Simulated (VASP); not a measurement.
TiCo: single point with PBE

Crystal: TiCo.

```xyz
2
Lattice="2.9861 0.0000 0.0000 0.0000 2.9861 0.0000 0.0000 0.0000 2.9861" Properties=species:S:1:pos:R:3 pbc="T T T"
Co    1.5095    1.4998    1.4829
Ti    0.0143   -0.0255   -0.0108
```

| Quantity | Value |
| --- | --- |
| Program | VASP 6.6.1 |
| Task | single point |
| Functional | PBE |
| Potentials or basis | VASP PAW PBE potentials, release 64 (Co, Ti_sv) |
| Cutoff | 520 eV |
| k mesh | 8 × 8 × 8 |
| Occupations | methfessel-paxton, width 0.05 eV |
| Spin | collinear spin, ferromagnetic start |
| Starting moments | [2.0, 1.0] μB |
| Dipole correction | no |
| Further INCAR settings | ALGO = Normal; EDIFF = 1e-06; NBANDS = 22 |

| Item | Value |
| --- | --- |
| Pressure | -2.9 GPa |
| Largest force | 0.135 eV/Å |
| Net moment | 0.00 μB per cell |
| Valence electrons inside the program's atomic spheres | Co 8.31; Ti 10.27 |

Forces on the atoms (eV/Å):
```
Co  -0.009 -0.134 -0.003
Ti   0.009  0.134  0.003
```

Levels at points of the mesh, in eV from the Fermi level:
Spin up:
```csv
k point,band 8,band 9,band 10,band 11,band 12,band 13
"(0.00, 0.00, 0.00)",-1.42,-1.42,-1.42,0.78,0.79,2.71
"(0.50, 0.00, 0.00)",-1.51,-1.50,-1.00,-0.75,0.14,0.66
"(0.00, 0.50, 0.00)",-1.50,-1.50,-1.00,-0.76,0.14,0.66
"(0.00, 0.00, 0.50)",-1.51,-1.50,-1.00,-0.75,0.14,0.66
"(0.50, 0.50, 0.00)",-2.36,-0.56,-0.12,0.67,0.69,1.24
"(0.00, 0.50, 0.50)",-2.36,-0.56,-0.12,0.67,0.69,1.24
"(0.50, 0.00, 0.50)",-2.35,-0.56,-0.12,0.68,0.68,1.22
"(0.50, 0.50, 0.50)",-2.06,-2.05,-2.05,-0.53,-0.53,3.12
```
Spin down:
| k point | band 6 | band 7 | band 8 | band 9 | band 10 | band 11 | band 12 | band 13 | band 14 | band 15 |
| --- | --- | --- | --- | --- | --- | --- | --- | --- | --- | --- |
| (0.00, 0.00, 0.00) | -3.71 | -3.70 | -1.42 | -1.42 | -1.42 | 0.78 | 0.79 | 2.71 | 2.71 | 2.71 |
| (0.50, 0.00, 0.00) | -3.73 | -2.30 | -1.51 | -1.50 | -1.00 | -0.75 | 0.14 | 0.66 | 0.66 | 2.21 |
| (0.00, 0.50, 0.00) | -3.73 | -2.30 | -1.49 | -1.49 | -1.00 | -0.76 | 0.14 | 0.66 | 0.66 | 2.21 |
| (0.00, 0.00, 0.50) | -3.73 | -2.30 | -1.51 | -1.50 | -1.00 | -0.75 | 0.14 | 0.66 | 0.66 | 2.21 |
| (0.50, 0.50, 0.00) | -3.70 | -2.36 | -2.36 | -0.56 | -0.12 | 0.67 | 0.69 | 1.24 | 2.57 | 2.57 |
| (0.00, 0.50, 0.50) | -3.70 | -2.36 | -2.36 | -0.56 | -0.12 | 0.67 | 0.69 | 1.24 | 2.57 | 2.57 |
| (0.50, 0.00, 0.50) | -3.70 | -2.35 | -2.35 | -0.56 | -0.12 | 0.68 | 0.68 | 1.22 | 2.56 | 2.56 |
| (0.50, 0.50, 0.50) | -2.38 | -2.38 | -2.06 | -2.05 | -2.05 | -0.53 | -0.53 | 3.12 | 3.12 | 7.17 |

Wall time 99 s on 1 thread of Intel(R) Xeon(R) 6975P-C (Granite Rapids), on a shared host, peak memory 0.33 GiB.

Caveat: the moments typed at the start vanished in this run.
